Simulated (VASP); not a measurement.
Runs of VASP 6.6.1 on SnO (Romarchite). The structure is that of space group P4/nmm (No. 129), or close to it. The cells are those of the table. 

| cell | gap on the mesh (eV) | pressure (GPa) | largest force (eV/Å) |
| --- | --- | --- | --- |
| a = 3.799, b = 3.799, c = 4.841 Å, 4 atoms | 0.07 | (c) | 0.61 |
| a = 3.765, b = 3.765, c = 4.797 Å, 4 atoms | none | 8.0 | (a) |
| a = 3.832, b = 3.832, c = 4.883 Å, 4 atoms | 0.17 | 2.4 | 0.22 |
| a = 3.865, b = 3.865, c = 4.925 Å, 4 atoms | 0.26 | 0.1 | 0.12 |
| a = 3.694, b = 3.694, c = 4.708 Å, 4 atoms | none | 15.5 | (b) |
| a = 3.730, b = 3.730, c = 4.753 Å, 4 atoms | none | 11.4 | 1.51 |
| a = 3.897, b = 3.897, c = 4.967 Å, 4 atoms | 0.34 | -1.9 | 0.43 |

Alike in all rows: task single point; level PBE; potentials or basis VASP PAW PBE potentials, release 64 (Sn_d, O); no spin polarisation; k mesh 6 × 6 × 4; cutoff (eV) 520; smearing fermi-dirac 0.05 eV.

Q: Estimate the missing entries.

A: (a) 1.04; (b) 2.02; (c) 5.0.

Caveats: spin-orbit coupling is left out, which moves the levels of the heavy elements; forces of over 1 eV/Å act on the atoms, so gaps and moduli don't describe the material at rest (some runs).

A k mesh can miss the band edges, and the runs leave out spin-orbit coupling on Sn.

A gap of «none» marks levels without a gap at the run's occupations.
